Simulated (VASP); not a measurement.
# GaP (I-4m2) in VASP: a series of runs

Runs on GaP. Level: PBE. Tasks: single point.

Everything below comes from runs of VASP 6.6.1. Logs are shortened: lines on timing, memory, paths and dates and some standing lists are left out, and cuts for length are marked.

**1. The cell of the first run**

Symmetry: I-4m2, No. 119, tetragonal system. The conventional cell has a = 3.698 Å, b = 3.698 Å, c = 5.643 Å, α = 90.00°, β = 90.00°, γ = 90.00°. Within 3.1 Å of Ga (site symmetry -4m2) lie 4 P at 2.33 Å. Within 3.1 Å of P (site symmetry -4m2) lie 4 Ga at 2.33 Å.

**2. Single point, PBE (strain -0.050 along x and y, +0.025 along z)**

Input file INCAR:

```
SYSTEM = GaP
  PREC = Accurate
  ENCUT = 520
  EDIFF = 1E-6
  ISMEAR = 0
  SIGMA = 0.05
  LREAL = .FALSE.
  LASPH = .TRUE.
  NELM = 60
  ALGO = Normal
  ISIF = 2
  LWAVE = .FALSE.
  LCHARG = .TRUE.
  GGA = PE
  LELF = .TRUE.
  LVHAR = .TRUE.
  NBANDS = 16
```

Input file KPOINTS:

```
regular mesh
0
G
  8 8 8
  0 0 0
```

Input file POSCAR:

```
GaP
1.0
    0.0000000000      2.6149099718      2.8213502327
    2.6149099718      0.0000000000      2.8213502327
    2.6149099718      2.6149099718      0.0000000000
Ga P
1 1
Direct
    0.0000000000      0.0000000000      0.0000000000
    0.7500000000      0.7500000000      0.7500000000
```

Potentials or basis: VASP PAW PBE potentials, release 64 (Ga_d, P).

The run is started by

```
$ cat potpaw_PBE.64/Ga_d/POTCAR potpaw_PBE.64/P/POTCAR > POTCAR
$ mpirun -np 1 vasp_std > vasp.out
```

OUTCAR:

```text
SYSTEM = GaP
   PREC = Accurate
   ENCUT = 520
   EDIFF = 1E-6
   ISMEAR = 0
   LREAL = .FALSE.
   LASPH = .TRUE.
   NELM = 60
   ISIF = 2
   GGA = PE

 ion  position               nearest neighbor table
   1  0.000  0.000  0.000-   2 2.33   2 2.33   2 2.33   2 2.33
   2  0.750  0.750  0.750-   1 2.33   1 2.33   1 2.33   1 2.33

  LATTYP: Found a body centered tetragonal cell.
 ALAT       =     3.6980411465
 C/A-ratio  =     1.5258620015

  Lattice vectors:

 A1 = (  -2.6149099718,   0.0000000000,   2.8213502327)
 A2 = (   2.6149099718,   0.0000000000,   2.8213502327)
 A3 = (   0.0000000000,   2.6149099718,  -2.8213502327)

Analysis of symmetry for initial positions (statically):
=====================================================================
 Subroutine PRICEL returns:
 Original cell was already a primitive cell.

 Routine SETGRP: Setting up the symmetry group for a
 body centered tetragonal supercell.

 Subroutine GETGRP returns: Found  8 space group operations
 (whereof  8 operations were pure point group operations)
 out of a pool of 16 trial point group operations.

The static configuration has the point symmetry D_2d.

Analysis of symmetry for dynamics (positions and initial velocities):
=====================================================================
 Subroutine PRICEL returns:
 Original cell was already a primitive cell.

 Routine SETGRP: Setting up the symmetry group for a
 body centered tetragonal supercell.

 Subroutine GETGRP returns: Found  8 space group operations
 (whereof  8 operations were pure point group operations)
 out of a pool of 16 trial point group operations.

The dynamic configuration has the point symmetry D_2d.

 Subroutine INISYM returns: Found  8 space group operations
 (whereof  8 operations are pure point group operations),
 and found     1 'primitive' translations

----------------------------------------------------------------------------------------

                                     Primitive cell

  volume of cell :      38.5834

  direct lattice vectors                    reciprocal lattice vectors
     0.000000000  2.614909972  2.821350233    -0.191211172  0.191211172  0.177220111
     2.614909972  0.000000000  2.821350233     0.191211172 -0.191211172  0.177220111
     2.614909972  2.614909972  0.000000000     0.191211172  0.191211172 -0.177220111

  length of vectors
     3.846787139  3.846787139  3.698041147     0.323311602  0.323311602  0.323311602

  position of ions in fractional coordinates (direct lattice)
     0.000000000  0.000000000  0.000000000
     0.750000000  0.750000000  0.750000000

  ion indices of the primitive-cell ions
   primitive index   ion index
                 1           1
                 2           2

----------------------------------------------------------------------------------------

 KPOINTS: regular mesh

Automatic generation of k-mesh.
 Grid dimensions read from file:
 generate k-points for:    8    8    8

 Generating k-lattice:

  Cartesian coordinates                     Fractional coordinates (reciprocal lattice)
    -0.023901396  0.023901396  0.022152514     0.125000000  0.000000000  0.000000000
     0.023901396 -0.023901396  0.022152514     0.000000000  0.125000000  0.000000000
     0.023901396  0.023901396 -0.022152514     0.000000000  0.000000000  0.125000000

  Length of vectors
     0.040413950  0.040413950  0.040413950

  Shift w.r.t. Gamma in fractional coordinates (k-lattice)
     0.000000000  0.000000000  0.000000000

 Subroutine IBZKPT returns following result:
 ===========================================

 Found     59 irreducible k-points:

 Following reciprocal coordinates:
            Coordinates               Weight
  0.000000  0.000000  0.000000      1.000000
  0.125000  0.000000  0.000000      8.000000
  0.250000  0.000000  0.000000      8.000000
  0.375000  0.000000  0.000000      8.000000
  0.500000  0.000000  0.000000      4.000000
  0.125000  0.125000  0.000000      2.000000
[... 16 lines left out ...]
  0.250000 -0.000000  0.125000     16.000000
  0.375000  0.000000  0.125000     16.000000
 [... further k-points ...]
   k-points           NKPTS =     59   k-points in BZ     NKDIM =     59   number of bands    NBANDS=     16
   number of dos      NEDOS =    301   number of ions     NIONS =      2
   total plane-waves  NPLWV =  25200
   dimension x,y,z NGX =    30 NGY =   30 NGZ =   28
   dimension x,y,z NGXF=    60 NGYF=   60 NGZF=   56
   ions per type =               1   1
   NGX,Y,Z   is equivalent  to a cutoff of  12.97, 12.97, 12.59 a.u.
   NGXF,Y,Z  is equivalent  to a cutoff of  25.93, 25.93, 25.17 a.u.
 SYSTEM =  GaP
   PREC   = accura    normal or accurate (medium, high low for compatibility)
   ISTART =      0    job   : 0-new  1-cont  2-samecut
   ICHARG =      2    charge: 1-file 2-atom 10-const
   ISPIN  =      1    spin polarized calculation?
   LNONCOLLINEAR =      F non collinear calculations
   LSORBIT =      F    spin-orbit coupling
   LASPH  =      T    aspherical Exc in radial PAW
   ENCUT  =  520.0 eV  38.22 Ry    6.18 a.u.   7.15  7.15  6.88*2*pi/ulx,y,z
   NELM   =     60;   NELMIN=  2; NELMDL= -5     # of ELM steps
   EDIFF  = 0.1E-05   stopping-criterion for ELM
   LREAL  =      F    real-space projection
   EDIFFG = 0.1E-04   stopping-criterion for IOM
   NSW    =      0    number of steps for IOM
   IBRION =     -1    ionic relax: 0-MD 1-quasi-New 2-CG
   NFREE  =      0    steps in history (QN), initial steepest desc. (CG)
   ISIF   =      2    stress and relaxation
   ISYM   =      2    0-nonsym 1-usesym 2-fastsym
   POTIM  = 0.5000    time-step for ionic-motion
   TEBEG  =    0.0;   TEEND  =   0.0 temperature during run
   PSTRESS=    0.0 pullay stress
   NELECT =      18.0000    total number of electrons
   NUPDOWN=      -1.0000    fix difference up-down
   EMIN   =  10.00;   EMAX   =-10.00  energy-range for DOS
   EFERMI =   0.00;   METHOD = LEGACY
   ISMEAR =     0;   SIGMA  =   0.05  broadening in eV -4-tet -1-fermi 0-gaus
   EFERMI_NEDOS =   21; number of points for ismear=-14 and -15
   IALGO  =     38    algorithm
   IMIX   =      4    mixing-type and parameters
     AMIX     =   0.40;   BMIX     =  1.00
     AMIX_MAG =   1.60;   BMIX_MAG =  1.00
  volume/ion in A,a.u.               =      19.29       130.19
  Fermi-wavevector in a.u.,A,eV,Ry     =   1.269693  2.399372 21.934240  1.612121
  Thomas-Fermi vector in A             =   2.402721
   LORBIT       =      0    0 simple, 1 ext, 2 COOP (PROOUT), +10 PAW based schemes
   GGA     = PE    functional components
   LHFCALC =     F    Hartree Fock is set to
   AEXX    =    0.0000 exact exchange contribution
   IVDW    =     0    specifies the selected vdW correction
   LEPSILON=     F    determine dielectric tensor
   LRPA    =     F    only Hartree local field effects (RPA)
 non-spin polarized calculation
 Gauss-broadening in eV      SIGMA  =   0.05
  energy-cutoff  :      520.00
  volume of cell :       38.58
 maximum number of plane-waves:      1058
 NGX is ok and might be reduce to    30
   NGX = 15   NGY = 15   NGZ = 13

 number of electron      17.9999996 magnetization

 Free energy of the ion-electron system (eV)
  ---------------------------------------------------
  ext. energy  EPLUGINS =         0.00000000
  ---------------------------------------------------
  free energy    TOTEN  =        -9.02267481 eV

  energy without entropy =       -9.02267481  energy(sigma->0) =       -9.02267481

 E-fermi :   5.5967     XC(G=0): -10.0600

 val. band max:        5.3224813115   @ k =   0.0000   0.0000   0.0000
 cond. band min:       6.5019681267   @ k =   0.3750   0.0000   0.3750
 fundamental gap:      1.1794868152
 Fermi energy:         5.5966719025

 k-point     1 :       0.0000    0.0000    0.0000
  band No.  band energies     occupation
      1      -9.5053      2.00000
      2      -9.4801      2.00000
      3      -9.4801      2.00000
      4      -9.3797      2.00000
      5      -9.3733      2.00000
      6      -7.6944      2.00000
[... 8 lines left out ...]
     15      14.4420      0.00000
     16      15.7439      0.00000

 k-point     2 :       0.1250    0.0000    0.0000
  band No.  band energies     occupation
      1      -9.5110      2.00000
      2      -9.4862      2.00000
      3      -9.4749      2.00000
      4      -9.3806      2.00000
      5      -9.3720      2.00000
      6      -7.4783      2.00000
[... 8 lines left out ...]
     15      14.9287      0.00000
     16      15.1506      0.00000

 k-point     3 :       0.2500    0.0000    0.0000
  band No.  band energies     occupation
      1      -9.5432      2.00000
      2      -9.4791      2.00000
      3      -9.4638      2.00000
      4      -9.3816      2.00000
      5      -9.3672      2.00000
      6      -6.8663      2.00000
[... 8 lines left out ...]
     15      14.4117      0.00000
     16      15.4303      0.00000

 k-point     4 :       0.3750    0.0000    0.0000
  band No.  band energies     occupation
      1      -9.5747      2.00000
      2      -9.4708      2.00000
      3      -9.4553      2.00000
      4      -9.3799      2.00000
      5      -9.3593      2.00000
      6      -6.0045      2.00000
[... 8 lines left out ...]
     15      15.3249      0.00000
     16      15.9873      0.00000
[... 324 lines left out ...]
 k-point    22 :       0.1250    0.0000    0.1250
  band No.  band energies     occupation
      1      -9.5092      2.00000
      2      -9.4925      2.00000
      3      -9.4712      2.00000
      4      -9.3849      2.00000
      5      -9.3694      2.00000
      6      -7.3938      2.00000
[... 8 lines left out ...]
     15      14.7156      0.00000
     16      15.6882      0.00000

 k-point    23 :       0.2500   -0.0000    0.1250
  band No.  band energies     occupation
      1      -9.5411      2.00000
      2      -9.4775      2.00000
      3      -9.4615      2.00000
      4      -9.3899      2.00000
      5      -9.3643      2.00000
      6      -6.9024      2.00000
[... 8 lines left out ...]
     15      14.8961      0.00000
     16      16.6590      0.00000

 k-point    24 :       0.3750    0.0000    0.1250
  band No.  band energies     occupation
      1      -9.5715      2.00000
      2      -9.4656      2.00000
      3      -9.4531      2.00000
      4      -9.3899      2.00000
      5      -9.3582      2.00000
      6      -6.1007      2.00000
[... 8 lines left out ...]
     15      15.8432      0.00000
     16      16.7348      0.00000

 [... further k-points ...]
[... 5 lines left out ...]
  --------------------------------------------------------------------------------------
  -------------------------------------------------------------------------------------
  Total        2.1851916      2.1851916      0.6306830      0.0000000     -0.0000000      0.0000000
  in kB       90.7401797     90.7401797     26.1891385      0.0000000     -0.0000000      0.0000000
  external PRESSURE =      69.2231659 kB  Pullay stress =       0.0000000 kB

 VOLUME and BASIS-vectors are now :
 -----------------------------------------------------------------------------
  energy-cutoff  :      520.00
  volume of cell :       38.58
      direct lattice vectors                 reciprocal lattice vectors
     0.000000000  2.614909972  2.821350233    -0.191211172  0.191211172  0.177220111
     2.614909972  0.000000000  2.821350233     0.191211172 -0.191211172  0.177220111
     2.614909972  2.614909972  0.000000000     0.191211172  0.191211172 -0.177220111

 POSITION                                       TOTAL-FORCE (eV/Angst)
 -----------------------------------------------------------------------------------
      0.00000      0.00000      0.00000         0.000000      0.000000      0.000000
      3.92236      3.92236      4.23203        -0.000000     -0.000000      0.000000
 -----------------------------------------------------------------------------------
    total drift:                                0.000001      0.000001     -0.000002

  FREE ENERGIE OF THE ION-ELECTRON SYSTEM (eV)
  ---------------------------------------------------
  free  energy   TOTEN  =        -9.0226748097 eV

  energy  without entropy=       -9.0226748097  energy(sigma->0) =       -9.02267481
```

Run time: 80 s. Hardware: 1 thread of AMD EPYC 7R43 (Zen 3), shared host; peak memory 0.15 GiB.

Results:

```
Free energy            : -9.0227 eV
Pressure               : 6.9 GPa
Band gap on the k mesh : 1.18 eV, indirect (least direct gap 2.01 eV)
```

Caveat: the cell differs from its parent crystal (strain -0.050 along x and y, +0.025 along z). A k mesh can miss the band edges.

**3. Single point, PBE (strain -0.050 along x and y, +0.050 along z)**

Input file INCAR:

```
SYSTEM = GaP
ALGO = Normal
EDIFF = 1E-7
ENCUT = 520
GGA = PE
ISIF = 2
ISMEAR = 0
LASPH = .TRUE.
LCHARG = .FALSE.
LREAL = .FALSE.
LWAVE = .FALSE.
NBANDS = 16
NELM = 100
PREC = Accurate
SIGMA = 0.05
```

Input file KPOINTS:

```
k-points
0
G
  8 8 8
  0 0 0
```

Input file POSCAR:

```
GaP
1.0
    0.0000000000      2.6149099718      2.8901636530
    2.6149099718      0.0000000000      2.8901636530
    2.6149099718      2.6149099718      0.0000000000
Ga P
1 1
Direct
    0.0000000000      0.0000000000      0.0000000000
    0.7500000000      0.7500000000      0.7500000000
```

Potentials or basis: VASP PAW PBE potentials, release 64 (Ga_d, P).

The run is started by

```
$ cat potpaw_PBE.64/Ga_d/POTCAR potpaw_PBE.64/P/POTCAR > POTCAR
$ mpirun -np 1 vasp_std > vasp.out
```

Run time: 95 s. Hardware: 1 thread of AMD EPYC 7R43 (Zen 3), shared host; peak memory 0.15 GiB.

It converged, with:

```yaml
Free_energy: -9.0264 eV
Pressure: 4.5 GPa
Band_gap_on_the_k_mesh: 1.11 eV, indirect (least direct gap 1.71 eV)
```

Stress tensor (GPa, compression positive):
```
 7.40  0.00  0.00
 0.00  7.40  0.00
 0.00  0.00 -1.40
```

Levels at points of the mesh, in eV from the valence-band top:
| k point | band 7 | band 8 | band 9 | band 10 | band 11 | band 12 |
| --- | --- | --- | --- | --- | --- | --- |
| (0.00, 0.00, 0.00) | -0.67 | 0.00 | 0.00 | 1.71 | 3.66 | 3.66 |
| (0.50, 0.00, 0.00) | -6.97 | -1.81 | -0.91 | 1.28 | 4.40 | 4.91 |
| (0.50, 0.50, 0.00) | -7.52 | -2.48 | -2.48 | 1.91 | 2.24 | 10.50 |
| (0.50, 0.00, 0.50) | -6.84 | -3.21 | -3.15 | 1.17 | 1.28 | 9.89 |

Caveat: the cell differs from its parent crystal (strain -0.050 along x and y, +0.050 along z). A k mesh can miss the band edges.

**4. Single point, PBE (strain +0.000 along x and y, -0.050 along z)**

Input file INCAR:

```
ALGO     = Normal         # electronic algorithm
EDIFF    = 1E-6           # SCF threshold, eV
ENCUT    = 520            # plane-wave cutoff, eV
GGA      = PE             # functional
ISIF     = 2              # what is computed and relaxed
ISMEAR   = 0              # smearing method
LASPH    = T              # aspherical terms in the spheres
LCHARG   = F              # write CHGCAR
LREAL    = F              # projectors in reciprocal space
LWAVE    = F              # write WAVECAR
NBANDS   = 16             # bands
NELM     = 100            # most SCF steps
PREC     = Accurate       # precision mode
SIGMA    = 0.05           # smearing width, eV
```

Input file KPOINTS:

```
k-points
0
Gamma
  8 8 8
```

Input file POSCAR:

```
GaP
1.0
    0.0000000000      2.7525368124      2.6149099718
    2.7525368124      0.0000000000      2.6149099718
    2.7525368124      2.7525368124      0.0000000000
Ga P
1 1
Direct
    0.0000000000      0.0000000000      0.0000000000
    0.7500000000      0.7500000000      0.7500000000
```

The run is started by

```
$ cat potpaw_PBE.64/Ga_d/POTCAR potpaw_PBE.64/P/POTCAR > POTCAR
$ mpirun -np 1 vasp_std > vasp.out
```

It took 77 s on 1 thread of AMD EPYC 7R43 (Zen 3), shared host; peak memory 0.14 GiB.

It converged, with:

- Free energy: -9.0828 eV
- Pressure: 4.3 GPa
- Band gap on the k mesh: 1.12 eV, indirect (least direct gap 1.81 eV)

Stress tensor (GPa, compression positive):
```
3.18 0.00 0.00
0.00 3.18 0.00
0.00 0.00 6.59
```

Levels at points of the mesh, in eV from the valence-band top:
```tsv
k point	band 7	band 8	band 9	band 10	band 11	band 12
(0.00, 0.00, 0.00)	-0.27	-0.27	0.00	1.81	3.65	3.76
(0.50, 0.00, 0.00)	-6.93	-1.53	-1.12	1.50	4.34	4.81
(0.50, 0.50, 0.00)	-6.80	-3.17	-3.17	1.20	1.30	10.55
(0.50, 0.00, 0.50)	-7.14	-2.82	-2.78	1.56	1.80	10.40
```

Caveat: the cell differs from its parent crystal (strain +0.000 along x and y, -0.050 along z).

**5. Single point, PBE (strain -0.025 along x and y, +0.050 along z)**

Input file INCAR:

```
SYSTEM = GaP
PREC = Accurate
ENCUT = 520
EDIFF = 1E-6
ISMEAR = 0
SIGMA = 0.05
LREAL = .FALSE.
LASPH = .TRUE.
NELM = 80
ALGO = Normal
ISIF = 2
LWAVE = .FALSE.
LCHARG = .TRUE.
GGA = PE
LELF = .TRUE.
LVHAR = .TRUE.
NBANDS = 16
```

Input file KPOINTS:

```
regular mesh
0
G
  8 8 8
  0 0 0
```

Input file POSCAR:

```
GaP
1.0
    0.0000000000      2.6837233921      2.8901636530
    2.6837233921      0.0000000000      2.8901636530
    2.6837233921      2.6837233921      0.0000000000
Ga P
1 1
Direct
    0.0000000000      0.0000000000      0.0000000000
    0.7500000000      0.7500000000      0.7500000000
```

The run is started by

```
$ cat potpaw_PBE.64/Ga_d/POTCAR potpaw_PBE.64/P/POTCAR > POTCAR
$ mpirun -np 1 vasp_std > vasp.out
```

Run time: 55 s. Hardware: 1 thread of AMD EPYC 7R43 (Zen 3), shared host; peak memory 0.15 GiB.

Results (log left out):

- Free energy: -9.0878 eV
- Pressure: 0.0 GPa
- Band gap on the k mesh: 1.32 eV, indirect (least direct gap 1.39 eV)

Stress tensor (GPa, compression positive):
```
 2.07  0.00  0.00
 0.00  2.07  0.00
 0.00  0.00 -4.05
```

Levels at points of the mesh, in eV from the valence-band top:
```
           k point  band 7  band 8  band 9  band 10  band 11  band 12
(0.00, 0.00, 0.00)   -0.46    0.00    0.00     1.39     3.72     3.72
(0.50, 0.00, 0.00)   -6.62   -1.53   -0.91     1.32     4.45     4.86
(0.50, 0.50, 0.00)   -7.08   -2.39   -2.39     1.92     2.17    10.23
(0.50, 0.00, 0.50)   -6.60   -2.90   -2.86     1.41     1.47     9.89
```

Caveat: the cell differs from its parent crystal (strain -0.025 along x and y, +0.050 along z).

**6. Summary**

```csv
cell,gap on the mesh (eV),pressure (GPa)
"a = 3.847, b = 3.847, c = 3.698 Å, angles 61.3, 61.3, 57.5°, 2 atoms",1.18,6.9
"a = 3.898, b = 3.898, c = 3.698 Å, angles 61.7, 61.7, 56.6°, 2 atoms",1.11,4.5
"a = 3.797, b = 3.797, c = 3.893 Å, angles 59.2, 59.2, 61.7°, 2 atoms",1.12,4.3
"a = 3.944, b = 3.944, c = 3.795 Å, angles 61.2, 61.2, 57.5°, 2 atoms",1.32,0.0
```

Alike in all rows: task single point; level PBE; potentials or basis VASP PAW PBE potentials, release 64 (Ga_d, P); no spin polarisation; k mesh 8 × 8 × 8; cutoff (eV) 520; smearing gaussian 0.05 eV.

Total energies depend on the potentials used, so only differences within one code and one set of settings carry meaning.
